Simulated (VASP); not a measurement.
# AlGa2 (Fm-3m) in VASP: notebook

AlGa2 is run at these levels: PBE; tasks: single point, relaxation of cell and atoms.

Program: VASP 6.6.1. These are calculated values, not measurements. Logs are shortened: lines on timing, memory, paths and dates and some standing lists are left out, and cuts for length are marked.

## 1. The cell of the first run

It takes space group Fm-3m (No. 225, cubic). The conventional cell has a = 5.893 Å, b = 5.893 Å, c = 5.893 Å, α = 90.00°, β = 90.00°, γ = 90.00°. Al (site symmetry m-3m) has 8 Ga at 2.55 Å within 3.4 Å. Within 3.4 Å of Ga (site symmetry -43m) lie 4 Al at 2.55 Å and 6 Ga at 2.95 Å.

The cell was built from a structure type or drawn by symmetry, and may not be a known phase.

## 2. Single point, PBE

File INCAR:

```
SYSTEM = AlGa2
PREC = Accurate ; ENCUT = 520
EDIFF = 1E-6 ; ISMEAR = 0
SIGMA = 0.1 ; LREAL = .FALSE.
LASPH = .TRUE. ; NELM = 60
ALGO = Fast ; ISIF = 2
LWAVE = .FALSE. ; LCHARG = .FALSE.
GGA = PE ; NBANDS = 22
```

File KPOINTS:

```
Automatic mesh
0
G
  6 6 6
  0 0 0
```

File POSCAR:

```
AlGa2
1.0
    0.0000000000      2.9465675600      2.9465675600
    2.9465675600      0.0000000000      2.9465675600
    2.9465675600      2.9465675600      0.0000000000
Al Ga
1 2
Direct
    0.0000000000      0.0000000000      0.0000000000
    0.2500000000      0.2500000000      0.2500000000
    0.7500000000      0.7500000000      0.7500000000
```

Potentials or basis: VASP PAW PBE potentials, release 64 (Al, Ga_d).

Launch:

```bash
> cat potpaw_PBE.64/Al/POTCAR potpaw_PBE.64/Ga_d/POTCAR > POTCAR
> mpirun -np 1 vasp_std > vasp.out
```

OUTCAR:

```text
SYSTEM = AlGa2
   PREC = Accurate
   ENCUT = 520
   EDIFF = 1E-6
   ISMEAR = 0
   LREAL = .FALSE.
   LASPH = .TRUE.
   NELM = 60
   ISIF = 2
   GGA = PE

 ion  position               nearest neighbor table
   1  0.000  0.000  0.000-   3 2.55   3 2.55   3 2.55   2 2.55   3 2.55   2 2.55   2 2.55   2 2.55

   2  0.250  0.250  0.250-   1 2.55   1 2.55   1 2.55   1 2.55
   3  0.750  0.750  0.750-   1 2.55   1 2.55   1 2.55   1 2.55

  LATTYP: Found a face centered cubic cell.
 ALAT       =     5.8931351200

  Lattice vectors:

 A1 = (   0.0000000000,   2.9465675600,   2.9465675600)
 A2 = (   2.9465675600,   0.0000000000,   2.9465675600)
 A3 = (   2.9465675600,   2.9465675600,   0.0000000000)

Analysis of symmetry for initial positions (statically):
=====================================================================
 Subroutine PRICEL returns:
 Original cell was already a primitive cell.

 Routine SETGRP: Setting up the symmetry group for a
 face centered cubic supercell.

 Subroutine GETGRP returns: Found 48 space group operations
 (whereof 48 operations were pure point group operations)
 out of a pool of 48 trial point group operations.

The static configuration has the point symmetry O_h .

Analysis of symmetry for dynamics (positions and initial velocities):
=====================================================================
 Subroutine PRICEL returns:
 Original cell was already a primitive cell.

 Routine SETGRP: Setting up the symmetry group for a
 face centered cubic supercell.

 Subroutine GETGRP returns: Found 48 space group operations
 (whereof 48 operations were pure point group operations)
 out of a pool of 48 trial point group operations.

The dynamic configuration has the point symmetry O_h .

 Subroutine INISYM returns: Found 48 space group operations
 (whereof 48 operations are pure point group operations),
 and found     1 'primitive' translations

----------------------------------------------------------------------------------------

                                     Primitive cell

  volume of cell :      51.1657

  direct lattice vectors                    reciprocal lattice vectors
     0.000000000  2.946567560  2.946567560    -0.169688965  0.169688965  0.169688965
     2.946567560  0.000000000  2.946567560     0.169688965 -0.169688965  0.169688965
     2.946567560  2.946567560  0.000000000     0.169688965  0.169688965 -0.169688965

  length of vectors
     4.167075806  4.167075806  4.167075806     0.293909909  0.293909909  0.293909909

  position of ions in fractional coordinates (direct lattice)
     0.000000000  0.000000000  0.000000000
     0.250000000  0.250000000  0.250000000
[... 72 lines left out ...]
   EDIFFG = 0.1E-04   stopping-criterion for IOM
   NSW    =      0    number of steps for IOM
   IBRION =     -1    ionic relax: 0-MD 1-quasi-New 2-CG
   NFREE  =      0    steps in history (QN), initial steepest desc. (CG)
   ISIF   =      2    stress and relaxation
   ISYM   =      2    0-nonsym 1-usesym 2-fastsym
   POTIM  = 0.5000    time-step for ionic-motion
   TEBEG  =    0.0;   TEEND  =   0.0 temperature during run
   PSTRESS=    0.0 pullay stress
   NELECT =      29.0000    total number of electrons
   NUPDOWN=      -1.0000    fix difference up-down
   EMIN   =  10.00;   EMAX   =-10.00  energy-range for DOS
   EFERMI =   0.00;   METHOD = LEGACY
   ISMEAR =     0;   SIGMA  =   0.10  broadening in eV -4-tet -1-fermi 0-gaus
   EFERMI_NEDOS =   21; number of points for ismear=-14 and -15
   IALGO  =     68    algorithm
   IMIX   =      4    mixing-type and parameters
     AMIX     =   0.40;   BMIX     =  1.00
     AMIX_MAG =   1.60;   BMIX_MAG =  1.00
  volume/ion in A,a.u.               =      17.06       115.09
  Fermi-wavevector in a.u.,A,eV,Ry     =   1.354818  2.560236 24.973942  1.835533
  Thomas-Fermi vector in A             =   2.481958
   LORBIT       =      0    0 simple, 1 ext, 2 COOP (PROOUT), +10 PAW based schemes
   GGA     = PE    functional components
   LHFCALC =     F    Hartree Fock is set to
   AEXX    =    0.0000 exact exchange contribution
   IVDW    =     0    specifies the selected vdW correction
   LEPSILON=     F    determine dielectric tensor
   LRPA    =     F    only Hartree local field effects (RPA)
 non-spin polarized calculation
 RMM-DIIS sequential band-by-band and
 Gauss-broadening in eV      SIGMA  =   0.10
  energy-cutoff  :      520.00
  volume of cell :       51.17
 maximum number of plane-waves:      1411
   NGX = 15   NGY = 15   NGZ = 15

 number of electron      29.0000015 magnetization

 Free energy of the ion-electron system (eV)
  ---------------------------------------------------
  ext. energy  EPLUGINS =         0.00000000
  ---------------------------------------------------
  free energy    TOTEN  =        -9.05206857 eV

  energy without entropy =       -9.04360997  energy(sigma->0) =       -9.04783927

 E-fermi :   6.7547     XC(G=0): -10.8573

 val. band max:        6.7191029424   @ k =   0.0000   0.0000   0.0000
 cond. band min:       6.8306815262   @ k =  -0.3333   0.1667   0.0000
 fundamental gap:      0.1115785838
 Fermi energy:         6.7546570313

 k-point     1 :       0.0000    0.0000    0.0000
  band No.  band energies     occupation
      1      -8.4606      2.00000
      2      -8.4606      2.00000
      3      -8.4092      2.00000
      4      -8.4092      2.00000
      5      -8.4092      2.00000
      6      -8.1808      2.00000
[... 389 lines left out ...]
     21      17.4532      0.00000
     22      17.7567      0.00000

------------------------ aborting loop because EDIFF is reached ----------------------------------------

  FORCE on cell =-STRESS in cart. coord.  units (eV):
  Direction    XX          YY          ZZ          XY          YZ          ZX
  --------------------------------------------------------------------------------------
  -------------------------------------------------------------------------------------
  Total        4.0764149      4.0764149      4.0764149      0.0000000     -0.0000000     -0.0000000
  in kB      127.6467475    127.6467475    127.6467475      0.0000000     -0.0000000     -0.0000000
  external PRESSURE =     127.6467475 kB  Pullay stress =       0.0000000 kB

 VOLUME and BASIS-vectors are now :
 -----------------------------------------------------------------------------
  energy-cutoff  :      520.00
  volume of cell :       51.17
      direct lattice vectors                 reciprocal lattice vectors
     0.000000000  2.946567560  2.946567560    -0.169688965  0.169688965  0.169688965
     2.946567560  0.000000000  2.946567560     0.169688965 -0.169688965  0.169688965
     2.946567560  2.946567560  0.000000000     0.169688965  0.169688965 -0.169688965

 POSITION                                       TOTAL-FORCE (eV/Angst)
 -----------------------------------------------------------------------------------
      0.00000      0.00000      0.00000         0.000000     -0.000000      0.000000
      1.47328      1.47328      1.47328        -0.000000     -0.000000     -0.000000
      4.41985      4.41985      4.41985         0.000000      0.000000     -0.000000
 -----------------------------------------------------------------------------------
    total drift:                               -0.000000     -0.000000      0.000000

  FREE ENERGIE OF THE ION-ELECTRON SYSTEM (eV)
  ---------------------------------------------------
  free  energy   TOTEN  =        -9.0520685676 eV

  energy  without entropy=       -9.0436099656  energy(sigma->0) =       -9.04783927
```

OSZICAR:

```text
N       E                     dE             d eps       ncg     rms          rms(c)
DAV:   1     0.157874787002E+03    0.15787E+03   -0.13564E+04   748   0.215E+03
DAV:   2     0.585062008065E+01   -0.15202E+03   -0.14700E+03   746   0.407E+02
DAV:   3    -0.885315838027E+01   -0.14704E+02   -0.14588E+02   818   0.995E+01
DAV:   4    -0.915875260398E+01   -0.30559E+00   -0.30544E+00   850   0.154E+01
DAV:   5    -0.916923664999E+01   -0.10484E-01   -0.10483E-01   946   0.262E+00    0.251E+00
RMM:   6    -0.906839336700E+01    0.10084E+00   -0.18268E-01   954   0.451E+00    0.138E+00
RMM:   7    -0.905292070206E+01    0.15473E-01   -0.57445E-02   982   0.170E+00    0.392E-01
RMM:   8    -0.905190374346E+01    0.10170E-02   -0.62165E-03  1002   0.822E-01    0.872E-02
RMM:   9    -0.905201975224E+01   -0.11601E-03   -0.12673E-03  1080   0.294E-01    0.640E-02
RMM:  10    -0.905207609888E+01   -0.56347E-04   -0.26874E-04   981   0.154E-01    0.195E-02
RMM:  11    -0.905206594465E+01    0.10154E-04   -0.83949E-05  1061   0.840E-02    0.105E-02
RMM:  12    -0.905206818023E+01   -0.22356E-05   -0.25367E-05  1051   0.383E-02    0.147E-02
RMM:  13    -0.905206856762E+01   -0.38739E-06   -0.52278E-06   760   0.214E-02
   1 F= -.90520686E+01 E0= -.90478393E+01  d E =-.845860E-02
```

Wall time 34 s (1 thread of AMD EPYC 7R43 (Zen 3), shared host); peak memory 0.14 GiB.

Results:

* Free energy: -9.0521 eV
* Pressure: 12.8 GPa
* Band gap on the k mesh: zero (an odd number of electrons rules out a gap without spin polarisation)

Levels at points of the mesh, in eV from the Fermi level:
| k point | band 13 | band 14 | band 15 | band 16 | band 17 | band 18 |
| --- | --- | --- | --- | --- | --- | --- |
| (0.00, 0.00, 0.00) | -0.04 | -0.04 | 0.20 | 1.64 | 1.64 | 1.64 |
| (0.50, 0.00, 0.00) | -0.72 | -0.72 | -0.07 | 0.85 | 0.85 | 2.94 |
| (0.50, 0.50, 0.00) | -4.10 | -3.35 | -3.35 | 0.64 | 7.19 | 7.19 |

Caveat: the cell stands under pressure.

## 3. Single point, PBE

This run uses another cell than the first one, of 20.17 Å³/atom.

File INCAR:

```
SYSTEM = AlGa2
  PREC = Accurate
  ENCUT = 520
  EDIFF = 1E-6
  ISMEAR = 0
  SIGMA = 0.1
  LREAL = .False.
  LASPH = .True.
  NELM = 100
  ALGO = Normal
  ISIF = 2
  LWAVE = .False.
  LCHARG = .True.
  GGA = PE
  LELF = .True.
  LVHAR = .True.
  NBANDS = 22
```

File KPOINTS:

```
Automatic mesh
0
Gamma
  6 6 6
  0 0 0
```

File POSCAR:

```
AlGa2
1.0
    0.0000000000      3.1162218748      3.1162218748
    3.1162218748      0.0000000000      3.1162218748
    3.1162218748      3.1162218748      0.0000000000
Al Ga
1 2
Direct
    0.0000000000      0.0000000000      0.0000000000
    0.2500000000      0.2500000000      0.2500000000
    0.7500000000      0.7500000000      0.7500000000
```

Potentials or basis: VASP PAW PBE potentials, release 64 (Al, Ga_d).

Launch:

```bash
> cat potpaw_PBE.64/Al/POTCAR potpaw_PBE.64/Ga_d/POTCAR > POTCAR
> mpirun -np 1 vasp_std > vasp.out
```

Run time: 44 s. Hardware: 1 thread of AMD EPYC 7R43 (Zen 3), shared host; peak memory 0.16 GiB.

Results (log left out):

* Free energy: -9.3836 eV
* Pressure: 0.2 GPa
* Band gap on the k mesh: zero (an odd number of electrons rules out a gap without spin polarisation)

Levels at points of the mesh, in eV from the Fermi level:
```
           k point  band 13  band 14  band 15  band 16  band 17  band 18
(0.00, 0.00, 0.00)     0.32     0.32     0.32     1.60     1.60     1.60
(0.50, 0.00, 0.00)    -0.56    -0.44    -0.44     1.14     1.14     2.57
(0.50, 0.50, 0.00)    -3.99    -2.65    -2.65     0.87     6.55     6.55
```

## 4. Relaxation of cell and atoms, PBE

File INCAR:

```
PREC     = Accurate       # precision mode
ENCUT    = 600            # plane-wave cutoff, eV
EDIFF    = 1E-6           # SCF threshold, eV
ISMEAR   = 0              # smearing method
SIGMA    = 0.1            # smearing width, eV
LREAL    = False          # projectors in reciprocal space
LASPH    = True           # aspherical terms in the spheres
NELM     = 80             # most SCF steps
ALGO     = Normal         # electronic algorithm
ISIF     = 3              # what is computed and relaxed
LWAVE    = False          # write WAVECAR
LCHARG   = False          # write CHGCAR
GGA      = PE             # functional
IBRION   = 2              # ionic algorithm
NSW      = 90             # ionic steps
EDIFFG   = -0.04          # ionic threshold
```

File KPOINTS:

```
regular mesh
0
Gamma
  6 6 6
```

File POSCAR:

```
AlGa2
1.0
    0.0000000000      2.9465675600      2.9465675600
    2.9465675600      0.0000000000      2.9465675600
    2.9465675600      2.9465675600      0.0000000000
Al Ga
1 2
Direct
    0.0000000000      0.0000000000      0.0000000000
    0.2500000000      0.2500000000      0.2500000000
    0.7500000000      0.7500000000      0.7500000000
```

Launch:

```bash
> cat potpaw_PBE.64/Al/POTCAR potpaw_PBE.64/Ga_d/POTCAR > POTCAR
> mpirun -np 1 vasp_std > vasp.out
```

It took 86 s on 1 thread of AMD EPYC 7R43 (Zen 3), shared host; peak memory 0.17 GiB.

The run converged. Its results:

* Free energy: -9.3822 eV
* Relaxed volume: 20.23 Å³/atom
* Relaxed cell: a = 4.411 Å, b = 4.411 Å, c = 4.411 Å, α = 60.00°, β = 60.00°, γ = 60.00°
* Space group after relaxing (to 0.1 Å): Fm-3m (No. 225)
* Energy gained by relaxing: 110.1 meV/atom
* Ionic steps: 3
* Pressure after relaxing: 0.0 GPa
* Band gap on the k mesh: zero (an odd number of electrons rules out a gap without spin polarisation)

The path:
```
step  energy change (eV)  largest force (eV/Å)  pressure (GPa)  volume (Å³)
   1              0.0000                0.0000           12.59        51.17
   2             -0.3280                0.0000           -0.86        61.74
   3             -0.3304                0.0000            0.04        60.69
```

Final structure:
```yaml
crystal:
  lattice:
    - [0.00000, 3.11905, 3.11905]
    - [3.11905, 0.00000, 3.11905]
    - [3.11905, 3.11905, 0.00000]
  atoms:
    - { symbol: Al, position: [0.00000, 0.00000, 0.00000] }
    - { symbol: Ga, position: [0.25000, 0.25000, 0.25000] }
    - { symbol: Ga, position: [0.75000, 0.75000, 0.75000] }
```

Levels at points of the mesh, in eV from the Fermi level:
```tsv
k point	band 11	band 12	band 13	band 14	band 15	band 16	band 17	band 18
(0.00, 0.00, 0.00)	-10.38	-0.70	0.32	0.32	0.32	1.59	1.59	1.59
(0.50, 0.00, 0.00)	-7.93	-7.14	-0.57	-0.43	-0.43	1.14	1.14	2.56
(0.50, 0.50, 0.00)	-7.14	-5.95	-3.99	-2.64	-2.64	0.87	6.54	6.54
```

Caveat: the volume moved by over 15 % at a fixed basis, so the end points are rough.

## 5. Single point, PBE

This run uses another cell than the first one, of 20.22 Å³/atom.

File INCAR:

```
ALGO = Fast
EDIFF = 1E-6
ENCUT = 520
GGA = PE
ISIF = 2
ISMEAR = 0
LASPH = T
LCHARG = T
LELF = T
LREAL = F
LVHAR = T
LWAVE = F
NBANDS = 22
NELM = 60
PREC = Accurate
SIGMA = 0.1
```

File KPOINTS:

```
k-points
0
Gamma
  14 14 14
```

File POSCAR:

```
AlGa2
1.0
    0.0000000000      3.1186373085      3.1186373085
    3.1186373085      0.0000000000      3.1186373085
    3.1186373085      3.1186373085      0.0000000000
Al Ga
1 2
Direct
    0.0000000000      0.0000000000      0.0000000000
    0.2500000000      0.2500000000      0.2500000000
    0.7500000000      0.7500000000      0.7500000000
```

Launch:

```bash
> cat potpaw_PBE.64/Al/POTCAR potpaw_PBE.64/Ga_d/POTCAR > POTCAR
> mpirun -np 1 vasp_std > vasp.out
```

Wall time 4.8 min (1 thread of AMD EPYC 7R43 (Zen 3), shared host); peak memory 0.24 GiB.

It converged, with:

```
Free energy            : -9.4136 eV
Pressure               : 0.1 GPa
Band gap on the k mesh : zero (an odd number of electrons rules out a gap without spin polarisation)
```

Levels at points of the mesh, in eV from the Fermi level:
```tsv
k point	band 13	band 14	band 15	band 16	band 17	band 18
(0.00, 0.00, 0.00)	0.23	0.23	0.23	1.50	1.50	1.50
(0.50, 0.00, 0.00)	-0.66	-0.53	-0.53	1.06	1.06	2.48
(0.50, 0.50, 0.00)	-4.07	-2.73	-2.73	0.78	6.46	6.46
```

[end of part 1 of 2]
